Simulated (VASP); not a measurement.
# BP (m.Ae) in VASP: single point with PBEsol

Aim: the single point of BP (m.Ae) with PBEsol.

Everything below comes from runs of VASP 6.6.1. Logs are shortened: lines on timing, memory, paths and dates and some standing lists are left out, and cuts for length are marked.

### Step 1. The cell of the first run

The cell holds a sheet with vacuum, 2 atoms: a = 3.196 Å, b = 3.196 Å, c = 16.000 Å, α = 90.00°, β = 90.00°, γ = 120.00°.

### Step 2. Single point, PBEsol

The input, INCAR:

```
PREC     = Accurate       # precision mode
ENCUT    = 420            # plane-wave cutoff, eV
EDIFF    = 1E-6           # SCF threshold, eV
ISMEAR   = 0              # smearing method
SIGMA    = 0.03           # smearing width, eV
LREAL    = False          # projectors in reciprocal space
LASPH    = True           # aspherical terms in the spheres
NELM     = 120            # most SCF steps
ALGO     = Normal         # electronic algorithm
ISIF     = 2              # what is computed and relaxed
LWAVE    = False          # write WAVECAR
LCHARG   = True           # write CHGCAR
LDIPOL   = True         
IDIPOL   = 3            
DIPOL    = 0.5 0.5 0.500
GGA      = PS             # functional
LELF     = True           # ELF
LVHAR    = True         
LVACPOTAV= True         
NBANDS   = 11             # bands
GGA_COMPAT= False        
NELMDL   = -8
```

The input, KPOINTS:

```
Automatic mesh
0
Gamma
  12 12 1
```

The input, POSCAR:

```
BP
1.0
    3.1955475348      0.0000000000      0.0000000000
   -1.5977737674      2.7674253441      0.0000000000
    0.0000000000      0.0000000000     16.0000000000
B P
1 1
Direct
    0.3333333333      0.6666666667      0.5000000000
    0.6666666667      0.3333333333      0.5000000000
```

Potentials or basis: VASP PAW PBE potentials, release 64 (B, P).

Launch:

```
cat potpaw_PBE.64/B/POTCAR potpaw_PBE.64/P/POTCAR > POTCAR
mpirun -np 1 vasp_std > vasp.out
```

OUTCAR:

```text
PREC = Accurate
   ENCUT = 420
   EDIFF = 1E-6
   ISMEAR = 0
   LREAL = False
   LASPH = True
   NELM = 120
   ISIF = 2
   GGA = PS
   NELMDL = -8

 ion  position               nearest neighbor table
   1  0.333  0.667  0.500-   2 1.84   2 1.84   2 1.84
   2  0.667  0.333  0.500-   1 1.84   1 1.84   1 1.84

  LATTYP: Found a hexagonal cell.
 ALAT       =     3.1955475348
 C/A-ratio  =     5.0069666703

  Lattice vectors:

 A1 = (   3.1955475348,   0.0000000000,   0.0000000000)
 A2 = (  -1.5977737674,   2.7674253441,   0.0000000000)
 A3 = (   0.0000000000,   0.0000000000,  16.0000000000)

Analysis of symmetry for initial positions (statically):
=====================================================================
 Subroutine PRICEL returns:
 Original cell was already a primitive cell.

 Routine SETGRP: Setting up the symmetry group for a
 hexagonal supercell.

 Subroutine GETGRP returns: Found 12 space group operations
 (whereof 12 operations were pure point group operations)
 out of a pool of 24 trial point group operations.

The static configuration has the point symmetry D_3h.

Analysis of symmetry for dynamics (positions and initial velocities):
=====================================================================
 Subroutine PRICEL returns:
 Original cell was already a primitive cell.

 Routine SETGRP: Setting up the symmetry group for a
 hexagonal supercell.

 Subroutine GETGRP returns: Found 12 space group operations
 (whereof 12 operations were pure point group operations)
 out of a pool of 24 trial point group operations.

The dynamic configuration has the point symmetry D_3h.

 Subroutine INISYM returns: Found 12 space group operations
 (whereof 12 operations are pure point group operations),
 and found     1 'primitive' translations

----------------------------------------------------------------------------------------

                                     Primitive cell

  volume of cell :     141.4950

  direct lattice vectors                    reciprocal lattice vectors
     3.195547535  0.000000000  0.000000000     0.312935417  0.180673347  0.000000000
    -1.597773767  2.767425344  0.000000000     0.000000000  0.361346694  0.000000000
     0.000000000  0.000000000 16.000000000     0.000000000  0.000000000  0.062500000

  length of vectors
     3.195547535  3.195547535 16.000000000     0.361346694  0.361346694  0.062500000

  position of ions in fractional coordinates (direct lattice)
     0.333333333  0.666666667  0.500000000
     0.666666667  0.333333333  0.500000000

  ion indices of the primitive-cell ions
   primitive index   ion index
                 1           1
                 2           2

----------------------------------------------------------------------------------------

 KPOINTS: Automatic mesh

Automatic generation of k-mesh.
 Grid dimensions read from file:
 generate k-points for:   12   12    1

 Generating k-lattice:

  Cartesian coordinates                     Fractional coordinates (reciprocal lattice)
     0.026077951  0.015056112  0.000000000     0.083333333  0.000000000  0.000000000
     0.000000000  0.030112225  0.000000000     0.000000000  0.083333333  0.000000000
     0.000000000  0.000000000  0.062500000     0.000000000  0.000000000  1.000000000

  Length of vectors
     0.030112225  0.030112225  0.062500000

  Shift w.r.t. Gamma in fractional coordinates (k-lattice)
     0.000000000  0.000000000  0.000000000

 Subroutine IBZKPT returns following result:
 ===========================================

 Found     19 irreducible k-points:

 Following reciprocal coordinates:
            Coordinates               Weight
  0.000000  0.000000  0.000000      1.000000
  0.083333  0.000000  0.000000      6.000000
  0.166667  0.000000  0.000000      6.000000
  0.250000  0.000000  0.000000      6.000000
  0.333333  0.000000  0.000000      6.000000
  0.416667  0.000000  0.000000      6.000000
[... 11 lines left out ...]
  0.333333  0.250000  0.000000     12.000000
  0.333333  0.333333  0.000000      2.000000
   k-points           NKPTS =     19   k-points in BZ     NKDIM =     19   number of bands    NBANDS=     11
   number of dos      NEDOS =    301   number of ions     NIONS =      2
   total plane-waves  NPLWV =  62208
   dimension x,y,z NGX =    24 NGY =   24 NGZ =  108
   dimension x,y,z NGXF=    48 NGYF=   48 NGZF=  216
   ions per type =               1   1
   NGX,Y,Z   is equivalent  to a cutoff of  12.49, 12.49, 11.22 a.u.
   NGXF,Y,Z  is equivalent  to a cutoff of  24.97, 24.97, 22.44 a.u.
 SYSTEM =  unknown system
   PREC   = accura    normal or accurate (medium, high low for compatibility)
   ISTART =      0    job   : 0-new  1-cont  2-samecut
   ICHARG =      2    charge: 1-file 2-atom 10-const
   ISPIN  =      1    spin polarized calculation?
   LNONCOLLINEAR =      F non collinear calculations
   LSORBIT =      F    spin-orbit coupling
   LASPH  =      T    aspherical Exc in radial PAW
   ENCUT  =  420.0 eV  30.87 Ry    5.56 a.u.   5.34  5.34 26.74*2*pi/ulx,y,z
   NELM   =    120;   NELMIN=  2; NELMDL= -8     # of ELM steps
   EDIFF  = 0.1E-05   stopping-criterion for ELM
   LREAL  =      F    real-space projection
   EDIFFG = 0.1E-04   stopping-criterion for IOM
   NSW    =      0    number of steps for IOM
   IBRION =     -1    ionic relax: 0-MD 1-quasi-New 2-CG
   NFREE  =      0    steps in history (QN), initial steepest desc. (CG)
   ISIF   =      2    stress and relaxation
   ISYM   =      2    0-nonsym 1-usesym 2-fastsym
   POTIM  = 0.5000    time-step for ionic-motion
   TEBEG  =    0.0;   TEEND  =   0.0 temperature during run
   PSTRESS=    0.0 pullay stress
   NELECT =       8.0000    total number of electrons
   NUPDOWN=      -1.0000    fix difference up-down
   EMIN   =  10.00;   EMAX   =-10.00  energy-range for DOS
   EFERMI =   0.00;   METHOD = LEGACY
   ISMEAR =     0;   SIGMA  =   0.03  broadening in eV -4-tet -1-fermi 0-gaus
   EFERMI_NEDOS =   21; number of points for ismear=-14 and -15
   IALGO  =     38    algorithm
   IMIX   =      4    mixing-type and parameters
     AMIX     =   0.40;   BMIX     =  1.00
     AMIX_MAG =   1.60;   BMIX_MAG =  1.00
  volume/ion in A,a.u.               =      70.75       477.43
  Fermi-wavevector in a.u.,A,eV,Ry     =   0.628335  1.187381  5.371643  0.394805
  Thomas-Fermi vector in A             =   1.690244
   LORBIT       =      0    0 simple, 1 ext, 2 COOP (PROOUT), +10 PAW based schemes
   GGA     = PS    functional components
   LHFCALC =     F    Hartree Fock is set to
   AEXX    =    0.0000 exact exchange contribution
   IVDW    =     0    specifies the selected vdW correction
   LEPSILON=     F    determine dielectric tensor
   LRPA    =     F    only Hartree local field effects (RPA)
 non-spin polarized calculation
 Gauss-broadening in eV      SIGMA  =   0.03
  energy-cutoff  :      420.00
  volume of cell :      141.50
 maximum number of plane-waves:      2794
 NGX is ok and might be reduce to    24
   NGX = 11   NGY = 11   NGZ = 53

 dipolmoment           0.000000      0.000000     -0.000000 electrons x Angstroem

 number of electron       8.0000001 magnetization

 dipolmoment           0.000000      0.000000      0.000000 electrons x Angstroem

 Free energy of the ion-electron system (eV)
  ---------------------------------------------------
  ext. energy  EPLUGINS =         0.00000000
  ---------------------------------------------------
  free energy    TOTEN  =       -12.71087611 eV

  energy without entropy =      -12.71087611  energy(sigma->0) =      -12.71087611

 E-fermi :  -2.9354     XC(G=0):  -2.6633

 val. band max:       -3.1313036940   @ k =   0.3333   0.3333   0.0000
 cond. band min:      -2.2661599711   @ k =   0.3333   0.3333   0.0000
 fundamental gap:      0.8651437228
 Fermi energy:        -2.9354281381

 k-point     1 :       0.0000    0.0000    0.0000
  band No.  band energies     occupation
      1     -16.8829      2.00000
      2      -7.3677      2.00000
      3      -4.7405      2.00000
      4      -4.7405      2.00000
      5       0.6859      0.00000
      6       1.5530      0.00000
      7       1.5530      0.00000
      8       1.9496      0.00000
      9       2.2763      0.00000
     10       2.7893      0.00000
     11       4.1593      0.00000

 k-point     2 :       0.0833    0.0000    0.0000
  band No.  band energies     occupation
      1     -16.7759      2.00000
      2      -7.2513      2.00000
      3      -5.2801      2.00000
      4      -4.9508      2.00000
      5       0.8026      0.00000
      6       1.3720      0.00000
      7       1.9926      0.00000
      8       2.0823      0.00000
      9       2.4396      0.00000
     10       3.2765      0.00000
     11       4.2836      0.00000

 k-point     3 :       0.1667    0.0000    0.0000
  band No.  band energies     occupation
      1     -16.4577      2.00000
      2      -6.9050      2.00000
      3      -6.5539      2.00000
      4      -5.4349      2.00000
      5       0.8538      0.00000
      6       1.2862      0.00000
      7       2.4770      0.00000
      8       2.8567      0.00000
      9       3.1591      0.00000
     10       3.6865      0.00000
     11       4.3619      0.00000
[... 197 lines left out ...]
 k-point    18 :       0.3333    0.2500    0.0000
  band No.  band energies     occupation
      1     -13.6472      2.00000
      2     -10.9716      2.00000
      3      -9.0418      2.00000
      4      -3.6443      2.00000
      5      -1.7965      0.00000
      6       3.3986      0.00000
      7       3.5405      0.00000
      8       4.9602      0.00000
      9       6.0623      0.00000
     10       7.0411      0.00000
     11       7.2801      0.00000

 k-point    19 :       0.3333    0.3333    0.0000
  band No.  band energies     occupation
      1     -13.3845      2.00000
      2     -11.0298      2.00000
      3      -9.4937      2.00000
      4      -3.1313      2.00000
      5      -2.2662      0.00000
      6       3.1706      0.00000
      7       4.2544      0.00000
      8       5.3446      0.00000
      9       6.5837      0.00000
     10       7.6384      0.00000
     11       7.7393      0.00000

------------------------ aborting loop because EDIFF is reached ----------------------------------------

  FORCE on cell =-STRESS in cart. coord.  units (eV):
  Direction    XX          YY          ZZ          XY          YZ          ZX
  --------------------------------------------------------------------------------------
  -------------------------------------------------------------------------------------
  Total        0.1789631      0.1789631     -0.0036782      0.0000000      0.0000000      0.0000000
  in kB        2.0264365      2.0264365     -0.0416495      0.0000000      0.0000000      0.0000000
  external PRESSURE =       1.3370745 kB  Pullay stress =       0.0000000 kB

 VOLUME and BASIS-vectors are now :
 -----------------------------------------------------------------------------
  energy-cutoff  :      420.00
  volume of cell :      141.50
      direct lattice vectors                 reciprocal lattice vectors
     3.195547535  0.000000000  0.000000000     0.312935417  0.180673347  0.000000000
    -1.597773767  2.767425344  0.000000000     0.000000000  0.361346694  0.000000000
     0.000000000  0.000000000 16.000000000     0.000000000  0.000000000  0.062500000

 POSITION                                       TOTAL-FORCE (eV/Angst)
 -----------------------------------------------------------------------------------
     -0.00000      1.84495      8.00000         0.000000      0.000000      0.000000
      1.59777      0.92248      8.00000        -0.000000      0.000000      0.000000
 -----------------------------------------------------------------------------------
    total drift:                               -0.000000      0.000000      0.000000

  FREE ENERGIE OF THE ION-ELECTRON SYSTEM (eV)
  ---------------------------------------------------
  free  energy   TOTEN  =       -12.7108761128 eV

  energy  without entropy=      -12.7108761128  energy(sigma->0) =      -12.71087611

 vacuum level on the upper side and lower side of the slab         2.027         2.027
```

Wall time 36 s (1 thread of Intel Xeon 6975P-C, shared host); peak memory 0.23 GiB.

Results:

```yaml
Free_energy: -12.7109 eV
Band_gap_on_the_k_mesh: 0.87 eV, direct
```

Caveat: the PAW data sets were made with another functional, which shifts forces and pressure a little.
